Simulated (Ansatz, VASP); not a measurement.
**AgCl: VASP beside Ansatz**

INCAR

```
  PREC = Accurate
  ENCUT = 520
  EDIFF = 1E-6
  ISMEAR = -1
  SIGMA = 0.05
  LREAL = False
  LASPH = True
  NELM = 60
  ALGO = Normal
  ISIF = 2
  LWAVE = False
  LCHARG = False
  NBANDS = 16
```

The input KPOINTS:

```
regular mesh
0
Gamma
  8 8 8
```

File POSCAR:

```
AgCl
1.0
    0.0000000000      2.7886410693      2.7886410693
    2.7886410693      0.0000000000      2.7886410693
    2.7886410693      2.7886410693      0.0000000000
Ag Cl
1 1
Direct
    0.0000000000      0.0000000000      0.0000000000
    0.5000000000      0.5000000000      0.5000000000
```

input.yaml

```yaml
crystal:
  lattice:
    - [0.0, 2.7886410693, 2.7886410693]
    - [2.7886410693, 0.0, 2.7886410693]
    - [2.7886410693, 2.7886410693, 0.0]
  atoms:
    - { symbol: Ag, position: [0.0, 0.0, 0.0] }
    - { symbol: Cl, position: [0.5, 0.5, 0.5] }
kpoints:
  mp_grid: { grid: [8, 8, 8] }
scf:
  occupations: { method: fermi_dirac, width: 0.05 }
hamiltonian:
  xc: lda
  pseudopotentials: { kind: all_electron, lapw: { basis_error: 0.001 } }
output:
  forces: true
  stress: true
  eigenvalues: true
```

Change from the starting cell: volume scaled by 1.06.

Alike in both runs: task single point; functional LDA; k mesh 8 × 8 × 8; occupations fermi-dirac, width 0.05 eV; no spin polarisation.

|  | VASP | Ansatz |
| --- | --- | --- |
| version | VASP 6.6.1 | Ansatz 0.2.0 |
| potentials or method | VASP PAW LDA potentials, release 64 (Ag, Cl), cutoff 520 eV | all-electron LAPW, scalar-relativistic |

VASP gave:

```
gap on the k mesh at the Fermi level (eV) : 0.65
least direct gap on the mesh (eV)         : 2.88
pressure (GPa)                            : -6.2
```

Estimate Ansatz's values.

gap on the k mesh at the Fermi level (eV): 0.62; least direct gap on the mesh (eV): 2.86; pressure (GPa): -6.2.

LDA's correlation is that of Perdew and Zunger in VASP and of Perdew and Wang (1992) in Ansatz. Ansatz ran all-electron here, and VASP with PAW potentials.
